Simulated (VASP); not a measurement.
Runs of VASP 6.6.1 on Zr. The structure is that of space group Fm-3m (No. 225), or close to it. The cells are those of the table. 

| cell | k mesh | gap on the mesh (eV) | pressure (GPa) |
| --- | --- | --- | --- |
| a = 3.230 Å, angles 60.0°, 1 atom | 13 × 13 × 13 | none | 0.1 |
| a = 3.141 Å, angles 60.0°, 1 atom | 13 × 13 × 13 | none | 8.2 |
| a = 3.272 Å, angles 60.0°, 1 atom | 13 × 13 × 13 | none | -3.0 |
| a = 3.313 Å, angles 60.0°, 1 atom | 13 × 13 × 13 | none | (a) |
| a = 3.186 Å, angles 60.0°, 1 atom | 13 × 13 × 13 | none | 3.8 |
| a = 3.230 Å, angles 60.0°, 1 atom | 19 × 19 × 19 | none | 0.1 |
| a = 3.354 Å, angles 60.0°, 1 atom | 13 × 13 × 13 | none | (b) |
| a = 3.095 Å, angles 60.0°, 1 atom | 13 × 13 × 13 | none | 13.4 |

Alike in all rows: task single point; level RPBE; potentials or basis VASP PAW PBE potentials, release 64 (Zr_sv); no spin polarisation; cutoff (eV) 520; smearing fermi-dirac 0.1 eV.

Q: Estimate the missing entries.

A: (a) -5.7; (b) -7.9.

Caveats: the PAW data sets were made with another functional, which shifts forces and pressure a little.

A k mesh can miss the band edges, and the runs leave out spin-orbit coupling on Zr.

A gap of «none» marks levels without a gap at the run's occupations.
